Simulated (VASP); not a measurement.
# TiSe (F-43m) in VASP: further runs, part 2 of 3

VASP 6.6.1.

## (4) Single point, PBEsol, collinear spin, ferromagnetic start

This run uses another cell than the first one, of 24.90 Å³/atom, 1.054 times its volume.

The input, INCAR:

```
PREC = Accurate
ENCUT = 520
EDIFF = 1E-6
ISMEAR = 0
SIGMA = 0.05
LREAL = F
LASPH = T
NELM = 150
ALGO = Normal
ISIF = 2
LWAVE = F
LCHARG = T
ISPIN = 2
MAGMOM = 1.61 0
LORBIT = 11
LMAXMIX = 4
GGA = PS
LELF = T
LVHAR = T
NBANDS = 20
```

The input, KPOINTS:

```
regular mesh
0
Gamma
  10 10 10
```

The input, POSCAR:

```
TiSe
1.0
    0.0000000000      2.9199273462      2.9199273462
    2.9199273462      0.0000000000      2.9199273462
    2.9199273462      2.9199273462      0.0000000000
Ti Se
1 1
Direct
    0.0000000000      0.0000000000      0.0000000000
    0.2500000000      0.2500000000      0.2500000000
```

Potentials or basis: VASP PAW PBE potentials, release 64 (Ti_sv, Se).

On the command line:

```console
cat potpaw_PBE.64/Ti_sv/POTCAR potpaw_PBE.64/Se/POTCAR > POTCAR
mpirun -np 1 vasp_std > vasp.out
```

OUTCAR:

```text
PREC = Accurate
   ENCUT = 520
   EDIFF = 1E-6
   ISMEAR = 0
   LREAL = F
   LASPH = T
   NELM = 150
   ISIF = 2
   ISPIN = 2
   LORBIT = 11
   GGA = PS

 ion  position               nearest neighbor table
   1  0.000  0.000  0.000-   2 2.53   2 2.53   2 2.53   2 2.53
   2  0.250  0.250  0.250-   1 2.53   1 2.53   1 2.53   1 2.53

  LATTYP: Found a face centered cubic cell.
 ALAT       =     5.8398546924

  Lattice vectors:

 A1 = (   0.0000000000,   2.9199273462,   2.9199273462)
 A2 = (   2.9199273462,   0.0000000000,   2.9199273462)
 A3 = (   2.9199273462,   2.9199273462,   0.0000000000)

Analysis of symmetry for initial positions (statically):
=====================================================================
 Subroutine PRICEL returns:
 Original cell was already a primitive cell.

 Routine SETGRP: Setting up the symmetry group for a
 face centered cubic supercell.

 Subroutine GETGRP returns: Found 24 space group operations
 (whereof 24 operations were pure point group operations)
 out of a pool of 48 trial point group operations.

The static configuration has the point symmetry T_d .

Analysis of symmetry for dynamics (positions and initial velocities):
=====================================================================
 Subroutine PRICEL returns:
 Original cell was already a primitive cell.

 Routine SETGRP: Setting up the symmetry group for a
 face centered cubic supercell.

 Subroutine GETGRP returns: Found 24 space group operations
 (whereof 24 operations were pure point group operations)
 out of a pool of 48 trial point group operations.

The dynamic configuration has the point symmetry T_d .

Analysis of structural, dynamic, and magnetic symmetry:
=====================================================================
 Subroutine PRICEL returns:
 Original cell was already a primitive cell.

 Routine SETGRP: Setting up the symmetry group for a
 face centered cubic supercell.

 Subroutine GETGRP returns: Found 24 space group operations
 (whereof 24 operations were pure point group operations)
 out of a pool of 48 trial point group operations.

The overall configuration has the point symmetry T_d .

 Subroutine INISYM returns: Found 24 space group operations
 (whereof 24 operations are pure point group operations),
 and found     1 'primitive' translations

----------------------------------------------------------------------------------------

                                     Primitive cell

  volume of cell :      49.7905

  direct lattice vectors                    reciprocal lattice vectors
     0.000000000  2.919927346  2.919927346    -0.171237137  0.171237137  0.171237137
     2.919927346  0.000000000  2.919927346     0.171237137 -0.171237137  0.171237137
     2.919927346  2.919927346  0.000000000     0.171237137  0.171237137 -0.171237137

  length of vectors
     4.129400854  4.129400854  4.129400854     0.296591422  0.296591422  0.296591422

  position of ions in fractional coordinates (direct lattice)
     0.000000000  0.000000000  0.000000000
     0.250000000  0.250000000  0.250000000

  ion indices of the primitive-cell ions
[... 64 lines left out ...]
   NGXF,Y,Z  is equivalent  to a cutoff of  25.77, 25.77, 25.77 a.u.
 SYSTEM =  unknown system
   PREC   = accura    normal or accurate (medium, high low for compatibility)
   ISTART =      0    job   : 0-new  1-cont  2-samecut
   ICHARG =      2    charge: 1-file 2-atom 10-const
   ISPIN  =      2    spin polarized calculation?
   LNONCOLLINEAR =      F non collinear calculations
   LSORBIT =      F    spin-orbit coupling
   LASPH  =      T    aspherical Exc in radial PAW
   ENCUT  =  520.0 eV  38.22 Ry    6.18 a.u.   7.68  7.68  7.68*2*pi/ulx,y,z
   NELM   =    150;   NELMIN=  2; NELMDL= -5     # of ELM steps
   EDIFF  = 0.1E-05   stopping-criterion for ELM
   LREAL  =      F    real-space projection
   EDIFFG = 0.1E-04   stopping-criterion for IOM
   NSW    =      0    number of steps for IOM
   IBRION =     -1    ionic relax: 0-MD 1-quasi-New 2-CG
   NFREE  =      0    steps in history (QN), initial steepest desc. (CG)
   ISIF   =      2    stress and relaxation
   ISYM   =      2    0-nonsym 1-usesym 2-fastsym
   POTIM  = 0.5000    time-step for ionic-motion
   TEBEG  =    0.0;   TEEND  =   0.0 temperature during run
   PSTRESS=    0.0 pullay stress
   NELECT =      18.0000    total number of electrons
   NUPDOWN=      -1.0000    fix difference up-down
   EMIN   =  10.00;   EMAX   =-10.00  energy-range for DOS
   EFERMI =   0.00;   METHOD = LEGACY
   ISMEAR =     0;   SIGMA  =   0.05  broadening in eV -4-tet -1-fermi 0-gaus
   EFERMI_NEDOS =   21; number of points for ismear=-14 and -15
   IALGO  =     38    algorithm
   IMIX   =      4    mixing-type and parameters
     AMIX     =   0.40;   BMIX     =  1.00
     AMIX_MAG =   1.60;   BMIX_MAG =  1.00
  volume/ion in A,a.u.               =      24.90       168.00
  Fermi-wavevector in a.u.,A,eV,Ry     =   1.166228  2.203852 18.505131  1.360089
  Thomas-Fermi vector in A             =   2.302744
   LORBIT       =     11    0 simple, 1 ext, 2 COOP (PROOUT), +10 PAW based schemes
   GGA     = PS    functional components
   LHFCALC =     F    Hartree Fock is set to
   AEXX    =    0.0000 exact exchange contribution
   IVDW    =     0    specifies the selected vdW correction
   LEPSILON=     F    determine dielectric tensor
   LRPA    =     F    only Hartree local field effects (RPA)
 spin polarized calculation
 Gauss-broadening in eV      SIGMA  =   0.05
  energy-cutoff  :      520.00
  volume of cell :       49.79
 maximum number of plane-waves:      1363
   NGX = 15   NGY = 15   NGZ = 15

 number of electron      17.9999995 magnetization       1.3845261

 Free energy of the ion-electron system (eV)
  ---------------------------------------------------
  ext. energy  EPLUGINS =         0.00000000
  ---------------------------------------------------
  free energy    TOTEN  =       -13.33670838 eV

  energy without entropy =      -13.33156315  energy(sigma->0) =      -13.33413577

 E-fermi :   4.8545     XC(G=0):  -9.4680

 val. band max:        4.8490017341   @ k =  -0.4000   0.4000   0.0000
 cond. band min:       4.8577704832   @ k =   0.4000   0.1000   0.0000
 fundamental gap:      0.0087687491
 Fermi energy:         4.8544832465

 spin component 1

 k-point     1 :       0.0000    0.0000    0.0000
  band No.  band energies     occupation
      1     -52.7555      1.00000
      2     -29.1532      1.00000
      3     -29.1532      1.00000
      4     -29.1532      1.00000
      5      -9.5208      1.00000
      6       0.8496      1.00000
[... 541 lines left out ...]
     19      16.3203      0.00000
     20      18.6898      0.00000

 [... further k-points ...]

 spin component 2

 k-point     1 :       0.0000    0.0000    0.0000
  band No.  band energies     occupation
      1     -51.6938      1.00000
      2     -28.0865      1.00000
      3     -28.0865      1.00000
      4     -28.0865      1.00000
      5      -9.4744      1.00000
      6       1.1101      1.00000
[... 541 lines left out ...]
     19      16.5512      0.00000
     20      19.0779      0.00000

 [... further k-points ...]

------------------------ aborting loop because EDIFF is reached ----------------------------------------

  FORCE on cell =-STRESS in cart. coord.  units (eV):
  Direction    XX          YY          ZZ          XY          YZ          ZX
  --------------------------------------------------------------------------------------
  -------------------------------------------------------------------------------------
  Total       -1.0973516     -1.0973516     -1.0973516      0.0000000     -0.0000000      0.0000000
  in kB      -35.3110191    -35.3110191    -35.3110191      0.0000000     -0.0000000      0.0000000
  external PRESSURE =     -35.3110191 kB  Pullay stress =       0.0000000 kB

 VOLUME and BASIS-vectors are now :
 -----------------------------------------------------------------------------
  energy-cutoff  :      520.00
  volume of cell :       49.79
      direct lattice vectors                 reciprocal lattice vectors
     0.000000000  2.919927346  2.919927346    -0.171237137  0.171237137  0.171237137
     2.919927346  0.000000000  2.919927346     0.171237137 -0.171237137  0.171237137
     2.919927346  2.919927346  0.000000000     0.171237137  0.171237137 -0.171237137

 POSITION                                       TOTAL-FORCE (eV/Angst)
 -----------------------------------------------------------------------------------
      0.00000      0.00000      0.00000         0.000000      0.000000      0.000000
      1.45996      1.45996      1.45996        -0.000000     -0.000000     -0.000000
 -----------------------------------------------------------------------------------
    total drift:                                0.000000      0.000000      0.000000

  FREE ENERGIE OF THE ION-ELECTRON SYSTEM (eV)
  ---------------------------------------------------
  free  energy   TOTEN  =       -13.3367083822 eV

  energy  without entropy=      -13.3315631487  energy(sigma->0) =      -13.33413577

 total charge

# of ion       s       p       d       tot
------------------------------------------
    1        2.152   6.075   1.988  10.215
    2        1.432   2.462   0.052   3.947
--------------------------------------------------
tot          3.584   8.537   2.041  14.162

 magnetization (x)

# of ion       s       p       d       tot
------------------------------------------
    1        0.013   0.008   1.090   1.111
    2       -0.007  -0.059   0.029  -0.037
--------------------------------------------------
tot          0.006  -0.051   1.119   1.073
```

OSZICAR:

```text
N       E                     dE             d eps       ncg     rms          rms(c)
DAV:   1     0.150867899799E+03    0.15087E+03   -0.80006E+03  3760   0.861E+02
DAV:   2    -0.284209650548E+01   -0.15371E+03   -0.14543E+03  3820   0.260E+02
DAV:   3    -0.143546214374E+02   -0.11513E+02   -0.11318E+02  5132   0.714E+01
DAV:   4    -0.146911486037E+02   -0.33653E+00   -0.33344E+00  4800   0.112E+01
DAV:   5    -0.147010170995E+02   -0.98685E-02   -0.98677E-02  4812   0.172E+00    0.107E+01
DAV:   6    -0.133475725663E+02    0.13534E+01   -0.70209E+00  4440   0.220E+01    0.452E+00
DAV:   7    -0.133300071063E+02    0.17565E-01   -0.65650E-01  4288   0.734E+00    0.203E+00
DAV:   8    -0.133323315325E+02   -0.23244E-02   -0.41688E-02  4512   0.149E+00    0.104E+00
DAV:   9    -0.133363871558E+02   -0.40556E-02   -0.70254E-03  4704   0.739E-01    0.323E-01
DAV:  10    -0.133365104821E+02   -0.12333E-03   -0.17001E-03  4804   0.276E-01    0.191E-01
DAV:  11    -0.133366705333E+02   -0.16005E-03   -0.13271E-03  4340   0.176E-01    0.693E-02
DAV:  12    -0.133366943950E+02   -0.23862E-04   -0.93948E-05  4264   0.822E-02    0.299E-02
DAV:  13    -0.133367067885E+02   -0.12394E-04   -0.85261E-06  4316   0.203E-02    0.130E-02
DAV:  14    -0.133367082228E+02   -0.14343E-05   -0.26345E-06  4584   0.982E-03    0.482E-03
DAV:  15    -0.133367083822E+02   -0.15938E-06   -0.64136E-07  2360   0.605E-03
   1 F= -.13336708E+02 E0= -.13334136E+02  d E =-.514523E-02  mag=     1.3851
```

It took 39 s on 1 thread of AMD EPYC 9R45 (Zen 5), shared host; peak memory 0.22 GiB.

Results:

- Free energy: -13.3367 eV
- Pressure: -3.5 GPa
- Net moment: 1.38 μB per cell
- Site moments: Ti +1.11; Se -0.04 μB
- Valence electrons inside the program's atomic spheres: Ti 10.21; Se 3.95

Levels at points of the mesh, in eV from the Fermi level:
Spin up:
| k point | band 7 | band 8 | band 9 | band 10 | band 11 | band 12 | band 13 | band 14 |
| --- | --- | --- | --- | --- | --- | --- | --- | --- |
| (0.00, 0.00, 0.00) | -4.00 | -4.00 | -0.20 | -0.20 | 0.63 | 3.01 | 3.01 | 3.01 |
| (0.50, 0.00, 0.00) | -3.83 | -3.83 | 0.01 | 0.01 | 0.17 | 1.63 | 1.63 | 3.09 |
| (0.50, 0.50, 0.00) | -3.71 | -3.71 | -1.07 | 0.02 | 0.28 | 0.70 | 0.70 | 4.02 |
Spin down:
```csv
k point,band 5,band 6,band 7,band 8,band 9,band 10,band 11,band 12
"(0.00, 0.00, 0.00)",-14.33,-3.74,-3.74,-3.74,0.99,0.99,1.02,3.63
"(0.50, 0.00, 0.00)",-13.80,-5.32,-3.58,-3.58,0.95,1.16,1.16,2.31
"(0.50, 0.50, 0.00)",-13.63,-5.32,-3.55,-3.55,-0.46,1.04,1.51,1.51
```

Caveat: the PAW data sets were made with another functional, which shifts forces and pressure a little.

[end of part 2 of 3]
